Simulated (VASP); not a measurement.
# TaSi (CsCl type) (Pm-3m) in VASP: notebook

The runs below take TaSi (CsCl type) through density of states, with PBEsol.

Program: VASP 6.6.1. These are calculated values, not measurements. Logs are shortened: lines on timing, memory, paths and dates and some standing lists are left out, and cuts for length are marked.

## (1) The cell of the first run

Symmetry: Pm-3m, No. 221, cubic system. The conventional cell has a = 3.124 Å, b = 3.124 Å, c = 3.124 Å, α = 90.00°, β = 90.00°, γ = 90.00°. Within 3.6 Å of Ta (site symmetry m-3m) lie 8 Si at 2.71 Å and 6 Ta at 3.12 Å. Within 3.6 Å of Si (site symmetry m-3m) lie 8 Ta at 2.71 Å and 6 Si at 3.12 Å.

## (2) Density of states, PBEsol

The input, POSCAR:

```
TaSi
1.0
    3.1244594619      0.0000000000      0.0000000000
    0.0000000000      3.1244594619      0.0000000000
    0.0000000000      0.0000000000      3.1244594619
Ta Si
1 1
Direct
    0.0000000000      0.0000000000      0.0000000000
    0.5000000000      0.5000000000      0.5000000000
```

The input, INCAR.step1:

```
  PREC = Accurate
  ENCUT = 520
  EDIFF = 1E-6
  ISMEAR = -1
  SIGMA = 0.05
  LREAL = F
  LASPH = T
  NELM = 100
  ALGO = Normal
  ISIF = 2
  LWAVE = F
  LCHARG = T
  LMAXMIX = 4
  GGA = PS
  NBANDS = 14
```

The input, KPOINTS.step1:

```
Automatic mesh
0
Gamma
  14 14 14
```

The input, INCAR.step2:

```
  PREC = Accurate
  ENCUT = 520
  EDIFF = 1E-6
  ISMEAR = -5
  SIGMA = 0.05
  LREAL = F
  LASPH = T
  NELM = 100
  ALGO = Normal
  ISIF = 2
  LWAVE = F
  LCHARG = F
  LMAXMIX = 4
  GGA = PS
  LORBIT = 11
  NEDOS = 1001
  ICHARG = 11
```

The input, KPOINTS.step2:

```
Automatic mesh
0
Gamma
  21 21 21
```

Potentials or basis: VASP PAW PBE potentials, release 64 (Ta_pv, Si).

On the command line:

```sh
> cat potpaw_PBE.64/Ta_pv/POTCAR potpaw_PBE.64/Si/POTCAR > POTCAR
> cp INCAR.step1 INCAR
> cp KPOINTS.step1 KPOINTS
> mpirun -np 1 vasp_std > vasp.out
> cp INCAR.step2 INCAR
> cp KPOINTS.step2 KPOINTS
> mpirun -np 1 vasp_std > vasp.out
```

OUTCAR:

```text
PREC = Accurate
   ENCUT = 520
   EDIFF = 1E-6
   ISMEAR = -5
   LREAL = F
   LASPH = T
   NELM = 100
   ISIF = 2
   GGA = PS
   LORBIT = 11
   ICHARG = 11

 ion  position               nearest neighbor table
   1  0.000  0.000  0.000-   2 2.71   2 2.71   2 2.71   2 2.71   2 2.71   2 2.71   2 2.71   2 2.71

   2  0.500  0.500  0.500-   1 2.71   1 2.71   1 2.71   1 2.71   1 2.71   1 2.71   1 2.71   1 2.71

  LATTYP: Found a simple cubic cell.
 ALAT       =     3.1244594619

  Lattice vectors:

 A1 = (   3.1244594619,   0.0000000000,   0.0000000000)
 A2 = (   0.0000000000,   3.1244594619,   0.0000000000)
 A3 = (   0.0000000000,   0.0000000000,   3.1244594619)

Analysis of symmetry for initial positions (statically):
=====================================================================
 Subroutine PRICEL returns:
 Original cell was already a primitive cell.

 Routine SETGRP: Setting up the symmetry group for a
 simple cubic supercell.

 Subroutine GETGRP returns: Found 48 space group operations
 (whereof 48 operations were pure point group operations)
 out of a pool of 48 trial point group operations.

The static configuration has the point symmetry O_h .

Analysis of symmetry for dynamics (positions and initial velocities):
=====================================================================
 Subroutine PRICEL returns:
 Original cell was already a primitive cell.

 Routine SETGRP: Setting up the symmetry group for a
 simple cubic supercell.

 Subroutine GETGRP returns: Found 48 space group operations
 (whereof 48 operations were pure point group operations)
 out of a pool of 48 trial point group operations.

The dynamic configuration has the point symmetry O_h .

 Subroutine INISYM returns: Found 48 space group operations
 (whereof 48 operations are pure point group operations),
 and found     1 'primitive' translations

----------------------------------------------------------------------------------------

                                     Primitive cell

  volume of cell :      30.5017

  direct lattice vectors                    reciprocal lattice vectors
     3.124459462  0.000000000  0.000000000     0.320055361  0.000000000  0.000000000
     0.000000000  3.124459462  0.000000000     0.000000000  0.320055361  0.000000000
     0.000000000  0.000000000  3.124459462     0.000000000  0.000000000  0.320055361

  length of vectors
     3.124459462  3.124459462  3.124459462     0.320055361  0.320055361  0.320055361

  position of ions in fractional coordinates (direct lattice)
     0.000000000  0.000000000  0.000000000
     0.500000000  0.500000000  0.500000000

  ion indices of the primitive-cell ions
   primitive index   ion index
                 1           1
                 2           2

----------------------------------------------------------------------------------------

 KPOINTS: Automatic mesh

Automatic generation of k-mesh.
 Grid dimensions read from file:
 generate k-points for:   21   21   21

 Generating k-lattice:

  Cartesian coordinates                     Fractional coordinates (reciprocal lattice)
     0.015240731  0.000000000  0.000000000     0.047619048  0.000000000  0.000000000
     0.000000000  0.015240731  0.000000000     0.000000000  0.047619048  0.000000000
     0.000000000  0.000000000  0.015240731     0.000000000  0.000000000  0.047619048

  Length of vectors
     0.015240731  0.015240731  0.015240731

  Shift w.r.t. Gamma in fractional coordinates (k-lattice)
     0.000000000  0.000000000  0.000000000

 TETIRR: Found   4601 inequivalent tetrahedra from    55566

 Subroutine IBZKPT returns following result:
 ===========================================

 Found    286 irreducible k-points:

 Following reciprocal coordinates:
            Coordinates               Weight
  0.000000  0.000000  0.000000      1.000000
  0.047619  0.000000  0.000000      6.000000
  0.095238  0.000000  0.000000      6.000000
  0.142857  0.000000  0.000000      6.000000
  0.190476  0.000000  0.000000      6.000000
  0.238095  0.000000  0.000000      6.000000
[... 16 lines left out ...]
  0.142857  0.095238  0.000000     24.000000
  0.190476  0.095238  0.000000     24.000000
 [... further k-points ...]
   k-points           NKPTS =    286   k-points in BZ     NKDIM =    286   number of bands    NBANDS=     11
   number of dos      NEDOS =   1001   number of ions     NIONS =      2
   total plane-waves  NPLWV =  13824
   dimension x,y,z NGX =    24 NGY =   24 NGZ =   24
   dimension x,y,z NGXF=    48 NGYF=   48 NGZF=   48
   ions per type =               1   1
   NGX,Y,Z   is equivalent  to a cutoff of  12.77, 12.77, 12.77 a.u.
   NGXF,Y,Z  is equivalent  to a cutoff of  25.54, 25.54, 25.54 a.u.
 SYSTEM =  unknown system
   PREC   = accura    normal or accurate (medium, high low for compatibility)
   ISTART =      0    job   : 0-new  1-cont  2-samecut
   ICHARG =     11    charge: 1-file 2-atom 10-const
   ISPIN  =      1    spin polarized calculation?
   LNONCOLLINEAR =      F non collinear calculations
   LSORBIT =      F    spin-orbit coupling
   LASPH  =      T    aspherical Exc in radial PAW
   ENCUT  =  520.0 eV  38.22 Ry    6.18 a.u.   5.81  5.81  5.81*2*pi/ulx,y,z
   NELM   =    100;   NELMIN=  2; NELMDL=  0     # of ELM steps
   EDIFF  = 0.1E-05   stopping-criterion for ELM
   LREAL  =      F    real-space projection
   EDIFFG = 0.1E-04   stopping-criterion for IOM
   NSW    =      0    number of steps for IOM
   IBRION =     -1    ionic relax: 0-MD 1-quasi-New 2-CG
   NFREE  =      0    steps in history (QN), initial steepest desc. (CG)
   ISIF   =      2    stress and relaxation
   ISYM   =      2    0-nonsym 1-usesym 2-fastsym
   POTIM  = 0.5000    time-step for ionic-motion
   TEBEG  =    0.0;   TEEND  =   0.0 temperature during run
   PSTRESS=    0.0 pullay stress
   NELECT =      15.0000    total number of electrons
   NUPDOWN=      -1.0000    fix difference up-down
   EMIN   =  10.00;   EMAX   =-10.00  energy-range for DOS
   EFERMI =   0.00;   METHOD = LEGACY
   ISMEAR =    -5;   SIGMA  =   0.05  broadening in eV -4-tet -1-fermi 0-gaus
   EFERMI_NEDOS =   21; number of points for ismear=-14 and -15
   IALGO  =     38    algorithm
   IMIX   =      4    mixing-type and parameters
     AMIX     =   0.40;   BMIX     =  1.00
     AMIX_MAG =   1.60;   BMIX_MAG =  1.00
  volume/ion in A,a.u.               =      15.25       102.92
  Fermi-wavevector in a.u.,A,eV,Ry     =   1.292202  2.441907 22.718812  1.669786
  Thomas-Fermi vector in A             =   2.423924
   LORBIT       =     11    0 simple, 1 ext, 2 COOP (PROOUT), +10 PAW based schemes
   GGA     = PS    functional components
   LHFCALC =     F    Hartree Fock is set to
   AEXX    =    0.0000 exact exchange contribution
   IVDW    =     0    specifies the selected vdW correction
   LEPSILON=     F    determine dielectric tensor
   LRPA    =     F    only Hartree local field effects (RPA)
 non-spin polarized calculation
 Fermi weights with tetrahedron method with Bloechl corrections
  energy-cutoff  :      520.00
  volume of cell :       30.50
 maximum number of plane-waves:       840
 NGX is ok and might be reduce to    24

 number of electron      15.0000002 magnetization

 Free energy of the ion-electron system (eV)
  ---------------------------------------------------
  ext. energy  EPLUGINS =         0.00000000
  ---------------------------------------------------
  free energy    TOTEN  =       -18.60175230 eV

  energy without entropy =      -18.60175230  energy(sigma->0) =      -18.60175230

 E-fermi :   8.1592     XC(G=0): -12.3616

 val. band max:        8.2212858275   @ k =   0.2381   0.0000   0.0000
 cond. band min:       8.0250870809   @ k =   0.4762   0.3810   0.2857
 fundamental gap:     -0.1961987466
 Fermi energy:         8.1592050513

 k-point     1 :       0.0000    0.0000    0.0000
  band No.  band energies     occupation
      1     -25.7612      2.00000
      2     -25.7612      2.00000
      3     -25.7612      2.00000
      4      -3.8711      2.00000
      5       5.2871      2.00000
      6       5.2871      2.00000
      7      10.5555      0.00000
      8      10.5555      0.00000
      9      10.5555      0.00000
     10      11.0346      0.00000
     11      11.0346      0.00000

 k-point     2 :       0.0476    0.0000    0.0000
  band No.  band energies     occupation
      1     -25.7703      2.00000
      2     -25.7604      2.00000
      3     -25.7604      2.00000
      4      -3.8274      2.00000
      5       5.2714      2.00000
      6       5.3094      2.00000
      7      10.1672      0.00000
      8      10.1672      0.00000
      9      10.4471      0.00000
     10      11.0470      0.00000
     11      11.4399      0.00000

 k-point     3 :       0.0952    0.0000    0.0000
  band No.  band energies     occupation
      1     -25.7968      2.00000
      2     -25.7580      2.00000
      3     -25.7580      2.00000
      4      -3.6971      2.00000
      5       5.2047      2.00000
      6       5.3753      2.00000
      7       9.6339      0.00000
      8       9.6339      0.00000
      9      10.2030      0.00000
     10      11.0826      0.00000
     11      12.0255      0.00000
[... 267 lines left out ...]
 k-point    23 :       0.1429    0.0952    0.0000
  band No.  band energies     occupation
      1     -25.8346      2.00000
      2     -25.7893      2.00000
      3     -25.7512      2.00000
      4      -3.3166      2.00000
      5       5.1257      2.00000
      6       5.4205      2.00000
      7       8.3313      0.32094
      8       9.0149      0.00000
      9      10.7037      0.00000
     10      10.7102      0.00000
     11      12.2906      0.00000

 k-point    24 :       0.1905    0.0952    0.0000
  band No.  band energies     occupation
      1     -25.8863      2.00000
      2     -25.7844      2.00000
      3     -25.7465      2.00000
      4      -3.0297      2.00000
      5       4.8032      2.00000
      6       5.5542      2.00000
      7       8.0121      1.74983
      8       8.6345      0.00000
      9      10.5982      0.00000
     10      10.7314      0.00000
     11      12.7592      0.00000

 [... further k-points ...]
[... 5 lines left out ...]
  --------------------------------------------------------------------------------------
  -------------------------------------------------------------------------------------
  Total        0.0554300      0.0554300      0.0554300     -0.0000000     -0.0000000     -0.0000000
  in kB        2.9115919      2.9115919      2.9115919     -0.0000000     -0.0000000     -0.0000000
  external PRESSURE =       2.9115919 kB  Pullay stress =       0.0000000 kB

 VOLUME and BASIS-vectors are now :
 -----------------------------------------------------------------------------
  energy-cutoff  :      520.00
  volume of cell :       30.50
      direct lattice vectors                 reciprocal lattice vectors
     3.124459462  0.000000000  0.000000000     0.320055361  0.000000000  0.000000000
     0.000000000  3.124459462  0.000000000     0.000000000  0.320055361  0.000000000
     0.000000000  0.000000000  3.124459462     0.000000000  0.000000000  0.320055361

 POSITION                                       TOTAL-FORCE (eV/Angst)
 -----------------------------------------------------------------------------------
      0.00000      0.00000      0.00000         0.000000      0.000000      0.000000
      1.56223      1.56223      1.56223         0.000000      0.000000      0.000000
 -----------------------------------------------------------------------------------
    total drift:                                0.000000      0.000000      0.000000

  FREE ENERGIE OF THE ION-ELECTRON SYSTEM (eV)
  ---------------------------------------------------
  free  energy   TOTEN  =       -18.6017522975 eV

  energy  without entropy=      -18.6017522975  energy(sigma->0) =      -18.60175230

 total charge

# of ion       s       p       d       tot
------------------------------------------
    1        0.328   6.152   2.486   8.966
    2        0.758   0.916   0.000   1.673
--------------------------------------------------
tot          1.086   7.067   2.486  10.640
```

Run time: 23 s. Hardware: 1 thread of Intel Xeon 6975P-C (Granite Rapids), shared host; peak memory 0.22 GiB.

Results:

```yaml
Valence_electrons_inside_the_program's_atomic_spheres: Ta 8.97; Si 1.67
```

Caveat: the PAW data sets were made with another functional, which shifts forces and pressure a little; spin-orbit coupling is left out, which moves the levels of the heavy elements; tetrahedron occupations give inexact forces and stress in metals.

## (3) Density of states, PBEsol

POSCAR is that of step 2.

The input, INCAR.step1:

```
SYSTEM = TaSi
ALGO = Normal
EDIFF = 1E-6
ENCUT = 520
GGA = PS
ISIF = 2
ISMEAR = -1
LASPH = .True.
LCHARG = .True.
LMAXMIX = 4
LREAL = .False.
LWAVE = .False.
NBANDS = 14
NELM = 60
PREC = Accurate
SIGMA = 0.05
```

The input, KPOINTS.step1:

```
k-points
0
Gamma
  14 14 14
  0 0 0
```

The input, INCAR.step2:

```
SYSTEM = TaSi
ALGO = Normal
EDIFF = 1E-6
ENCUT = 520
GGA = PS
ICHARG = 11
ISIF = 2
ISMEAR = -5
LASPH = .True.
LCHARG = .False.
LMAXMIX = 4
LORBIT = 11
LREAL = .False.
LWAVE = .False.
NBANDS = 14
NEDOS = 2001
NELM = 60
PREC = Accurate
SIGMA = 0.05
```

The input, KPOINTS.step2:

```
k-points
0
Gamma
  21 21 21
  0 0 0
```

Potentials or basis: VASP PAW PBE potentials, release 64 (Ta_pv, Si).

On the command line:

```sh
> cat potpaw_PBE.64/Ta_pv/POTCAR potpaw_PBE.64/Si/POTCAR > POTCAR
> cp INCAR.step1 INCAR
> cp KPOINTS.step1 KPOINTS
> mpirun -np 1 vasp_std > vasp.out
> cp INCAR.step2 INCAR
> cp KPOINTS.step2 KPOINTS
> mpirun -np 1 vasp_std > vasp.out
```

It took 25 s on 1 thread of Intel Xeon 6975P-C (Granite Rapids), shared host; peak memory 0.24 GiB.

The run converged. Its results:

```
Valence electrons inside the program's atomic spheres : Ta 8.97; Si 1.67
```

Levels at points of the mesh, in eV from the Fermi level:
```tsv
k point	band 4	band 5	band 6	band 7	band 8	band 9	band 10	band 11
(0.00, 0.00, 0.00)	-12.03	-2.87	-2.87	2.40	2.40	2.40	2.88	2.88
```

Caveat: the PAW data sets were made with another functional, which shifts forces and pressure a little; spin-orbit coupling is left out, which moves the levels of the heavy elements; tetrahedron occupations give inexact forces and stress in metals.
